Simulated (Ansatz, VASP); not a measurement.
# Zn in VASP and in Ansatz

File INCAR:

```
PREC = Accurate ; ENCUT = 520
EDIFF = 1E-6 ; ISMEAR = 0
SIGMA = 0.15 ; LREAL = False
LASPH = True ; NELM = 60
ALGO = Fast ; ISIF = 2
LWAVE = False ; LCHARG = False
GGA = PS ; NBANDS = 12
```

File KPOINTS:

```
Automatic mesh
0
Gamma
  20 20 20
```

POSCAR

```
Zn
1.0
   -1.5912774814      1.5300745013      1.5912774814
    1.5912774814     -1.5300745013      1.5912774814
    1.5912774814      1.5300745013     -1.5912774814
Zn
1
Direct
    0.0000000000      0.0000000000      0.0000000000
```

Input for Ansatz:

```yaml
crystal:
  lattice:
    - [-1.5912774814, 1.5300745013, 1.5912774814]
    - [1.5912774814, -1.5300745013, 1.5912774814]
    - [1.5912774814, 1.5300745013, -1.5912774814]
  atoms:
    - { symbol: Zn, position: [0.0, 0.0, 0.0] }
basis:
  ecutwfc: 520.0
kpoints:
  mp_grid: { grid: [20, 20, 20] }
hamiltonian:
  xc: pbesol
scf:
  occupations: { method: gaussian, width: 0.15 }
output:
  forces: true
  stress: true
  eigenvalues: true
```

Change from the starting cell: normal strain along x +0.0400, normal strain along z +0.0400.

Alike in both runs: task single point; functional PBEsol; k mesh 20 × 20 × 20; occupations gaussian, width 0.15 eV; no spin polarisation.

|  | VASP | Ansatz |
| --- | --- | --- |
| version | VASP 6.6.1 | Ansatz 0.2.0 |
| potentials or method | VASP PAW PBE potentials, release 64 (Zn), cutoff 520 eV | scalar-relativistic, plane waves, PAW |
| valence electrons in the cell | 12 | 12 |

|  | VASP | Ansatz | Ansatz less VASP |
| --- | --- | --- | --- |
| gap on the k mesh at the Fermi level (eV) | none | none | - |
| pressure (GPa) | -5.1 | -5.5 | -0.34 |
| traceless stress, the component that is largest in VASP (GPa) | -1.19 | -1.21 | -0.012 |

VASP's potentials were made for PBE, not for PBEsol. A gap of «none» marks a metal or a gap that the smearing closes.
